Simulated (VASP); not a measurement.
# Si9O16 (a cell with a defect) in VASP: notebook

Runs on Si9O16 (a cell with a defect). Level: r2SCAN. Tasks: single point.

All numbers are computed with VASP 6.6.1; they aren't measurements. Logs are shortened: lines on timing, memory, paths and dates and some standing lists are left out, and cuts for length are marked.

## 1. The cell of the first run

The cell holds a defect, 25 atoms: a = 7.880 Å, b = 7.802 Å, c = 7.242 Å, α = 63.95°, β = 62.03°, γ = 57.89°.

## 2. Single point, r2SCAN

Input file POSCAR:

```
Si9O16
1.0
   -0.2578880000      5.2562670000      5.8652090000
    5.1448570000     -0.0755360000      5.8652090000
    4.9010550000      5.3318030000      0.0000000000
Si O
9 16
Direct
    0.0552282019      0.0458787830      0.2099369877
    0.2423727887      0.5861799883      0.2578404465
    0.1929618258      0.9595592108      0.5943575907
    0.3364479601      0.2068220054      0.1387128831
    0.5874668103      0.5188112198      0.6673683918
    0.7297531440      0.0848153936      0.7447474831
    0.6952244874      0.4193685393      0.0620590939
    0.8535273583      0.6764398358      0.6514280976
    0.3596920401      0.8853772930      0.8287919217
    0.3478231690      0.6936960099      0.6782510214
    0.2402298420      0.4528794832      0.1394998799
    0.6245944842      0.3960269107      0.9020013701
    0.1812926377      0.1935891482      0.0585478567
    0.3313440049      0.0902366372      0.3864717555
    0.9497486749      0.0291402546      0.7646543047
    0.6483393023      0.3229669625      0.5871282091
    0.5609389729      0.0803361788      0.9842664304
    0.8207831209      0.1887753015      0.1949665238
    0.7566707247      0.9228236119      0.6379115747
    0.1168046462      0.9337241739      0.4252735201
    0.7452692600      0.6365202954      0.5356597606
    0.8427638113      0.5462089784      0.9023780490
    0.4787969138      0.5264001185      0.2400875994
    0.1505706197      0.8394609526      0.1109737056
    0.0982318988      0.5785291139      0.5041960429
```

Input file INCAR.step1:

```
SYSTEM = Si9O16
PREC     = Accurate       ! precision mode
ENCUT    = 520            ! plane-wave cutoff, eV
ISMEAR   = -1             ! smearing method
SIGMA    = 0.05           ! smearing width, eV
LREAL    = Auto         
LASPH    = .TRUE.         ! aspherical terms in the spheres
NELM     = 100            ! most SCF steps
NBANDS   = 84             ! bands
GGA      = PE             ! functional
ALGO     = Normal         ! electronic algorithm
EDIFF    = 1E-4           ! SCF threshold, eV
LWAVE    = .TRUE.         ! write WAVECAR
LCHARG   = .FALSE.        ! write CHGCAR
```

Input file INCAR.step2:

```
SYSTEM = Si9O16
PREC     = Accurate       ! precision mode
ENCUT    = 520            ! plane-wave cutoff, eV
EDIFF    = 1E-6           ! SCF threshold, eV
ISMEAR   = -1             ! smearing method
SIGMA    = 0.05           ! smearing width, eV
LREAL    = Auto         
LASPH    = .TRUE.         ! aspherical terms in the spheres
NELM     = 100            ! most SCF steps
ALGO     = Normal         ! electronic algorithm
ISIF     = 2              ! what is computed and relaxed
LWAVE    = .FALSE.        ! write WAVECAR
LCHARG   = .TRUE.         ! write CHGCAR
METAGGA  = R2SCAN         ! meta-GGA
LMIXTAU  = .TRUE.       
LELF     = .TRUE.         ! ELF
LVHAR    = .TRUE.       
NBANDS   = 84             ! bands
ISTART   = 1
```

Input file KPOINTS:

```
Automatic mesh
0
G
  2 2 2
  0 0 0
```

Potentials or basis: VASP PAW PBE potentials, release 64 (Si, O).

Run with:

```console
$ cat potpaw_PBE.64/Si/POTCAR potpaw_PBE.64/O/POTCAR > POTCAR
$ cp INCAR.step1 INCAR
$ mpirun -np 1 vasp_std > vasp.out
$ cp INCAR.step2 INCAR
$ mpirun -np 1 vasp_std > vasp.out
```

OUTCAR:

```text
SYSTEM = Si9O16
   PREC = Accurate
   ENCUT = 520
   EDIFF = 1E-6
   ISMEAR = -1
   LREAL = Auto
   LASPH = .TRUE.
   NELM = 100
   ISIF = 2
   METAGGA = R2SCAN
   ISTART = 1

 ion  position               nearest neighbor table
   1  0.055  0.046  0.210-  20 1.58  18 1.60  13 1.61  24 1.70   4 2.84   9 2.93   2 2.99   7 3.00
                             3 3.13
   2  0.242  0.586  0.258-  25 1.60  23 1.62  11 1.62  24 1.71   7 2.89   1 2.99   9 3.03   8 3.05
                             4 3.06
   3  0.193  0.960  0.594-  15 1.66  14 1.67  20 1.71  10 1.75   9 2.32   6 2.98   4 3.02   1 3.13

   4  0.336  0.207  0.139-  14 1.61  17 1.62  13 1.64  11 1.65   1 2.84   3 3.02   2 3.06   6 3.10

   5  0.587  0.519  0.667-  12 1.62  21 1.62  16 1.63  10 1.63   6 2.82   9 2.88   8 2.88   7 3.02

   6  0.730  0.085  0.745-  15 1.61  17 1.62  19 1.63  16 1.65   5 2.82   3 2.98   8 3.09   4 3.10

   7  0.695  0.419  0.062-  12 1.61  18 1.62  22 1.62  23 1.62   8 2.89   2 2.89   1 3.00   5 3.02

   8  0.854  0.676  0.651-  19 1.62  25 1.63  22 1.63  21 1.65   5 2.88   7 2.89   2 3.05   6 3.09
                             9 3.14
   9  0.360  0.885  0.829-  24 1.96  10 2.26   3 2.32   5 2.88   1 2.93   2 3.03   8 3.14
  10  0.348  0.694  0.678-   5 1.63   3 1.75   9 2.26
  11  0.240  0.453  0.139-   2 1.62   4 1.65
  12  0.625  0.396  0.902-   7 1.61   5 1.62
  13  0.181  0.194  0.059-   1 1.61   4 1.64
  14  0.331  0.090  0.386-   4 1.61   3 1.67
  15  0.950  0.029  0.765-   6 1.61   3 1.66
  16  0.648  0.323  0.587-   5 1.63   6 1.65
  17  0.561  0.080  0.984-   6 1.62   4 1.62
  18  0.821  0.189  0.195-   1 1.60   7 1.62
  19  0.757  0.923  0.638-   8 1.62   6 1.63
  20  0.117  0.934  0.425-   1 1.58   3 1.71
  21  0.745  0.637  0.536-   5 1.62   8 1.65
  22  0.843  0.546  0.902-   7 1.62   8 1.63
  23  0.479  0.526  0.240-   2 1.62   7 1.62
  24  0.151  0.839  0.111-   1 1.70   2 1.71   9 1.96
  25  0.098  0.579  0.504-   2 1.60   8 1.63

  Warning from LATTYP: Got some problem with cell dimensions!
  Tried to take original basis but could not verify dimensions!
  LATTYP: Found a triclinic cell.
 ALAT       =     7.9811923351
 B/A-ratio  =     1.4698805298
 C/A-ratio  =     0.9073996502
 COS(alpha) =     0.0102933026
 COS(beta)  =     0.4781241688
 COS(gamma) =     0.7435053402

  Lattice vectors:

 A1 = (   0.2438020000,  -5.4073390000,   5.8652090000)
 A2 = (  -0.0140860000,  -0.1510720000,  11.7304180000)
 A3 = (  -4.9010550000,  -5.3318030000,   0.0000000000)

Analysis of symmetry for initial positions (statically):
=====================================================================
 Subroutine PRICEL returns:
 Original cell was already a primitive cell.

 Routine SETGRP: Setting up the symmetry group for a
 triclinic supercell.

 Subroutine GETGRP returns: Found  1 space group operations
 (whereof  1 operations were pure point group operations)
 out of a pool of  2 trial point group operations.

The static configuration has the point symmetry C_1 .

Analysis of symmetry for dynamics (positions and initial velocities):
=====================================================================
 Subroutine PRICEL returns:
 Original cell was already a primitive cell.

 Routine SETGRP: Setting up the symmetry group for a
 triclinic supercell.

 Subroutine GETGRP returns: Found  1 space group operations
 (whereof  1 operations were pure point group operations)
 out of a pool of  2 trial point group operations.

The dynamic configuration has the point symmetry C_1 .

 Subroutine INISYM returns: Found  1 space group operations
 (whereof  1 operations are pure point group operations),
 and found     1 'primitive' translations

----------------------------------------------------------------------------------------

                                     Primitive cell

  volume of cell :     322.2219

  direct lattice vectors                    reciprocal lattice vectors
    -0.257888000  5.256267000  5.865209000    -0.097051573  0.089210929  0.086280830
     5.144857000 -0.075536000  5.865209000     0.097051573 -0.089210929  0.084216078
     4.901055000  5.331803000  0.000000000     0.097051573  0.098342887 -0.083865390

  length of vectors
     7.880071422  7.802303240  7.242131133     0.157549927  0.156428723  0.161628385

  position of ions in fractional coordinates (direct lattice)
     0.055228202  0.045878783  0.209936988
     0.242372789  0.586179988  0.257840446
     0.192961826  0.959559211  0.594357591
     0.336447960  0.206822005  0.138712883
     0.587466810  0.518811220  0.667368392
     0.729753144  0.084815394  0.744747483
[... 17 lines left out ...]
     0.150570620  0.839460953  0.110973706
     0.098231899  0.578529114  0.504196043

  ion indices of the primitive-cell ions
   primitive index   ion index
                 1           1
                 2           2
                 3           3
                 4           4
                 5           5
                 6           6
[... 17 lines left out ...]
                24          24
                25          25

----------------------------------------------------------------------------------------

 KPOINTS: Automatic mesh

Automatic generation of k-mesh.
 Grid dimensions read from file:
 generate k-points for:    2    2    2

 Generating k-lattice:

  Cartesian coordinates                     Fractional coordinates (reciprocal lattice)
    -0.048525787  0.044605464  0.043140415     0.500000000  0.000000000  0.000000000
     0.048525787 -0.044605464  0.042108039     0.000000000  0.500000000  0.000000000
     0.048525787  0.049171444 -0.041932695     0.000000000  0.000000000  0.500000000

  Length of vectors
     0.078774963  0.078214362  0.080814193

  Shift w.r.t. Gamma in fractional coordinates (k-lattice)
     0.000000000  0.000000000  0.000000000

 Subroutine IBZKPT returns following result:
 ===========================================

 Found      8 irreducible k-points:

 Following reciprocal coordinates:
            Coordinates               Weight
  0.000000  0.000000  0.000000      1.000000
  0.500000  0.000000 -0.000000      1.000000
 -0.000000  0.500000 -0.000000      1.000000
  0.500000  0.500000  0.000000      1.000000
  0.000000  0.000000  0.500000      1.000000
  0.500000 -0.000000  0.500000      1.000000
 -0.000000  0.500000  0.500000      1.000000
  0.500000  0.500000  0.500000      1.000000
   k-points           NKPTS =      8   k-points in BZ     NKDIM =      8   number of bands    NBANDS=     84
   number of dos      NEDOS =    301   number of ions     NIONS =     25
   total plane-waves  NPLWV = 194400
   dimension x,y,z NGX =    60 NGY =   60 NGZ =   54
   dimension x,y,z NGXF=   120 NGYF=  120 NGZF=  108
   ions per type =               9  16
   NGX,Y,Z   is equivalent  to a cutoff of  12.66, 12.78, 12.40 a.u.
   NGXF,Y,Z  is equivalent  to a cutoff of  25.32, 25.57, 24.79 a.u.
 SYSTEM =  Si9O16
   PREC   = accura    normal or accurate (medium, high low for compatibility)
   ISTART =      1    job   : 0-new  1-cont  2-samecut
   ICHARG =      0    charge: 1-file 2-atom 10-const
   ISPIN  =      1    spin polarized calculation?
   LNONCOLLINEAR =      F non collinear calculations
   LSORBIT =      F    spin-orbit coupling
   LASPH  =      T    aspherical Exc in radial PAW
   ENCUT  =  520.0 eV  38.22 Ry    6.18 a.u.  14.65 14.51 13.47*2*pi/ulx,y,z
   NELM   =    100;   NELMIN=  2; NELMDL=  0     # of ELM steps
   EDIFF  = 0.1E-05   stopping-criterion for ELM
   LREAL  =      T    real-space projection
   EDIFFG = 0.1E-04   stopping-criterion for IOM
   NSW    =      0    number of steps for IOM
   IBRION =     -1    ionic relax: 0-MD 1-quasi-New 2-CG
   NFREE  =      0    steps in history (QN), initial steepest desc. (CG)
   ISIF   =      2    stress and relaxation
   ISYM   =      2    0-nonsym 1-usesym 2-fastsym
   POTIM  = 0.5000    time-step for ionic-motion
   TEBEG  =    0.0;   TEEND  =   0.0 temperature during run
   PSTRESS=    0.0 pullay stress
   NELECT =     132.0000    total number of electrons
   NUPDOWN=      -1.0000    fix difference up-down
   EMIN   =  10.00;   EMAX   =-10.00  energy-range for DOS
   EFERMI =   0.00;   METHOD = LEGACY
   ISMEAR =    -1;   SIGMA  =   0.05  broadening in eV -4-tet -1-fermi 0-gaus
   EFERMI_NEDOS =   21; number of points for ismear=-14 and -15
   IALGO  =     38    algorithm
   IMIX   =      4    mixing-type and parameters
     AMIX     =   0.40;   BMIX     =  1.00
     AMIX_MAG =   1.60;   BMIX_MAG =  1.00
  volume/ion in A,a.u.               =      12.89        86.98
  Fermi-wavevector in a.u.,A,eV,Ry     =   1.215853  2.297629 20.113479  1.478299
  Thomas-Fermi vector in A             =   2.351226
   LORBIT       =      0    0 simple, 1 ext, 2 COOP (PROOUT), +10 PAW based schemes
   METAGGA = R2SCAN    functional components
   LHFCALC =     F    Hartree Fock is set to
   AEXX    =    0.0000 exact exchange contribution
   IVDW    =     0    specifies the selected vdW correction
   LEPSILON=     F    determine dielectric tensor
   LRPA    =     F    only Hartree local field effects (RPA)
 non-spin polarized calculation
  energy-cutoff  :      520.00
  volume of cell :      322.22
 maximum number of plane-waves:      8688
 NGX is ok and might be reduce to    60
   NGX = 29   NGY = 29   NGZ = 27

 number of electron     131.9999996 magnetization

 Free energy of the ion-electron system (eV)
  ---------------------------------------------------
  ext. energy  EPLUGINS =         0.00000000
  ---------------------------------------------------
  free energy    TOTEN  =      -238.77239441 eV

  energy without entropy =     -238.77239440  energy(sigma->0) =     -238.77239441

 E-fermi :   5.3879     XC(G=0):  -9.6152

 val. band max:        4.3580336532   @ k =  -0.0000   0.5000   0.5000
 cond. band min:       6.4278897176   @ k =   0.5000   0.5000   0.5000
 fundamental gap:      2.0698560644
 Fermi energy:         5.3879226097

 k-point     1 :       0.0000    0.0000    0.0000
  band No.  band energies     occupation
      1     -20.0054      2.00000
      2     -19.3464      2.00000
      3     -18.9231      2.00000
      4     -18.7141      2.00000
      5     -18.5263      2.00000
      6     -18.5181      2.00000
[... 70 lines left out ...]
     77      10.7542      0.00000
     78      11.0849      0.00000
[... 565 lines left out ...]
     77      10.9702      0.00000
     78      11.0363      0.00000
 [bands above 78 left out]

------------------------ aborting loop because EDIFF is reached ----------------------------------------

  FORCE on cell =-STRESS in cart. coord.  units (eV):
  Direction    XX          YY          ZZ          XY          YZ          ZX
  --------------------------------------------------------------------------------------
  -------------------------------------------------------------------------------------
  Total       -0.1502798      5.2266053     15.2989121     -0.6700750      2.4051745     -5.6219014
  in kB       -0.7472334     25.9881448     76.0704744     -3.3318004     11.9592011    -27.9536679
  external PRESSURE =      33.7704620 kB  Pullay stress =       0.0000000 kB

 VOLUME and BASIS-vectors are now :
 -----------------------------------------------------------------------------
  energy-cutoff  :      520.00
  volume of cell :      322.22
      direct lattice vectors                 reciprocal lattice vectors
    -0.257888000  5.256267000  5.865209000    -0.097051573  0.089210929  0.086280830
     5.144857000 -0.075536000  5.865209000     0.097051573 -0.089210929  0.084216078
     4.901055000  5.331803000  0.000000000     0.097051573  0.098342887 -0.083865390

 POSITION                                       TOTAL-FORCE (eV/Angst)
 -----------------------------------------------------------------------------------
      1.25071      1.40617      0.59301        -0.023496     -0.066001     -0.042808
      4.21700      2.60445      4.85964         0.037887      0.015813     -0.057775
      7.80001      4.11078      6.75978        -0.025118      0.089735      0.016098
      1.65714      2.49243      3.18639         0.008261     -0.044703      0.090251
      5.78852      6.60697      6.48855        -0.041703     -0.067564     -0.057807
      3.89822      7.80022      4.77761         0.044139     -0.031579      0.000374
[... 17 lines left out ...]
      4.82396      1.31972      5.80674        -0.007100      0.028380     -0.022450
      5.42221      3.16091      3.96934         0.049710     -0.017644      0.003274
 -----------------------------------------------------------------------------------
    total drift:                               -0.005345      0.006199     -0.000051

  FREE ENERGIE OF THE ION-ELECTRON SYSTEM (eV)
  ---------------------------------------------------
  free  energy   TOTEN  =      -238.7723944058 eV

  energy  without entropy=     -238.7723944044  energy(sigma->0) =     -238.77239441
```

Wall time 12 min (1 thread of AMD EPYC 9R45 (Zen 5), shared host); peak memory 0.51 GiB.

Results:

```yaml
Free_energy: -238.7724 eV
Pressure: 3.4 GPa
Largest_force: 0.104 eV/Å
Band_gap_on_the_k_mesh: 2.07 eV
```

Forces on the atoms (eV/Å):
```
Si  -0.023 -0.066 -0.043
Si   0.038  0.016 -0.058
Si  -0.025  0.090  0.016
Si   0.008 -0.045  0.090
Si  -0.042 -0.068 -0.058
Si   0.044 -0.032  0.000
Si  -0.007  0.065 -0.046
Si  -0.048  0.051  0.076
Si   0.012 -0.039 -0.039
O    0.029 -0.025  0.042
O   -0.016  0.002 -0.002
O   -0.010  0.006 -0.007
O    0.009 -0.031  0.044
O    0.001  0.015 -0.054
O   -0.005 -0.009  0.003
O   -0.009 -0.004 -0.017
O   -0.019  0.001  0.013
O   -0.012 -0.002 -0.002
O   -0.010  0.000 -0.024
O    0.009  0.033  0.011
O    0.034 -0.005  0.019
O    0.024  0.002 -0.006
O   -0.023  0.034  0.060
O   -0.007  0.028 -0.022
O    0.050 -0.018  0.003
```

Caveat: the k points lie up to 0.51 Å⁻¹ apart; the PAW data sets were made with another functional, which shifts forces and pressure a little.

## 3. Single point, r2SCAN

Input file POSCAR:

```
Si9O16
1.0
   -0.2578880000      5.2562670000      5.8652090000
    5.1448570000     -0.0755360000      5.8652090000
    4.9010550000      5.3318030000      0.0000000000
Si O
9 16
Direct
    0.0697648131      0.0334199157      0.1963354463
    0.2310285411      0.5866064315      0.2597549472
    0.1995813486      0.9496530606      0.5988180991
    0.3408177255      0.2094098964      0.1420324461
    0.5898016966      0.5044304100      0.6696885577
    0.7262188191      0.0800440097      0.7560756072
    0.6952677230      0.4126041363      0.0574390460
    0.8607371828      0.6855504261      0.6477207218
    0.3626969414      0.8720587169      0.8228060682
    0.3569416659      0.6831576724      0.6760794235
    0.2434553502      0.4542861966      0.1346540071
    0.6389460007      0.3873942371      0.8914791925
    0.1825367066      0.2031443492      0.0730302759
    0.3433291586      0.0862207517      0.3952102214
    0.9581352770      0.0185392115      0.7718562632
    0.6534508882      0.3244170786      0.5670488629
    0.5603115406      0.0947546301      0.9855222193
    0.8322451997      0.1894575222      0.1838979955
    0.7729252533      0.9112432051      0.6516989026
    0.1154974101      0.9513358434      0.4087688309
    0.7431686996      0.6704041160      0.5247280393
    0.8096721091      0.5788888100      0.9067240776
    0.4756823961      0.5103523727      0.2308855552
    0.1431797552      0.8214576516      0.1103113905
    0.1168858129      0.5632945524      0.5279013452
```

Input file INCAR.step1:

```
SYSTEM = Si9O16
PREC = Accurate ; ENCUT = 520
ISMEAR = -1 ; SIGMA = 0.05
LREAL = Auto ; LASPH = .TRUE.
NELM = 80 ; NBANDS = 84
GGA = PE ; ALGO = Normal
EDIFF = 1E-4 ; LWAVE = .TRUE.
LCHARG = .FALSE.
```

Input file INCAR.step2:

```
SYSTEM = Si9O16
PREC = Accurate ; ENCUT = 520
EDIFF = 1E-6 ; ISMEAR = -1
SIGMA = 0.05 ; LREAL = Auto
LASPH = .TRUE. ; NELM = 80
ALGO = Normal ; ISIF = 2
LWAVE = .FALSE. ; LCHARG = .FALSE.
METAGGA = R2SCAN ; LMIXTAU = .TRUE.
NBANDS = 84 ; ISTART = 1
```

Input file KPOINTS:

```
regular mesh
0
G
  2 2 2
  0 0 0
```

Potentials or basis: VASP PAW PBE potentials, release 64 (Si, O).

Run with:

```console
$ cat potpaw_PBE.64/Si/POTCAR potpaw_PBE.64/O/POTCAR > POTCAR
$ cp INCAR.step1 INCAR
$ mpirun -np 1 vasp_std > vasp.out
$ cp INCAR.step2 INCAR
$ mpirun -np 1 vasp_std > vasp.out
```

Run time: 11 min. Hardware: 1 thread of AMD EPYC 9R45 (Zen 5), shared host; peak memory 0.51 GiB.

Results (log left out):

```yaml
Free_energy: -236.0679 eV
Pressure: 5.1 GPa
Largest_force: 4.514 eV/Å
Band_gap_on_the_k_mesh: 1.78 eV
```

Forces on the atoms (eV/Å):
```
Si   1.106 -2.463  1.843
Si   0.331  3.597 -0.989
Si  -0.223 -2.056  0.787
Si   1.856  1.709 -1.232
Si  -0.542 -1.170  4.325
Si  -1.357 -0.034  3.348
Si   1.256  0.887  2.293
Si  -2.811  1.786 -2.472
Si   0.079  0.708  0.588
O    0.409 -0.531 -0.335
O   -0.262 -0.395 -0.637
O   -0.761 -0.396 -0.265
O   -1.654 -2.153 -2.311
O   -0.421 -1.093 -0.191
O    0.289 -1.561 -0.878
O    0.059  2.186 -1.192
O   -0.787  0.551 -0.380
O   -0.944  0.485 -0.134
O    2.859 -2.096  2.147
O    0.718  3.658 -1.191
O   -0.726  0.022 -3.445
O   -0.819  1.340 -1.803
O    0.884  0.198  0.094
O    2.213 -1.043  1.593
O   -0.753 -2.134  0.437
```

Stress tensor (GPa, compression positive):
```
 4.95 -0.74  0.35
-0.74  5.51  1.06
 0.35  1.06  4.81
```

Levels at points of the mesh, in eV from the valence-band top:
```tsv
k point	band 64	band 65	band 66	band 67	band 68	band 69
(0.00, 0.00, 0.00)	-3.23	-3.12	-0.07	1.93	2.86	3.55
(0.50, 0.00, 0.00)	-3.19	-2.94	-0.08	1.89	3.02	4.15
(0.00, 0.50, 0.00)	-3.24	-3.08	-0.08	1.84	3.20	4.20
(0.50, 0.50, 0.00)	-3.27	-3.01	-0.08	1.86	2.90	4.36
(0.00, 0.00, 0.50)	-3.18	-3.00	-0.06	1.82	2.91	4.14
(0.50, 0.00, 0.50)	-3.21	-2.87	-0.14	1.89	3.12	4.05
(0.00, 0.50, 0.50)	-3.17	-3.00	0.00	1.78	3.16	4.54
(0.50, 0.50, 0.50)	-3.21	-2.89	-0.14	1.82	3.17	4.26
```

Caveat: the k points lie up to 0.51 Å⁻¹ apart; the PAW data sets were made with another functional, which shifts forces and pressure a little.
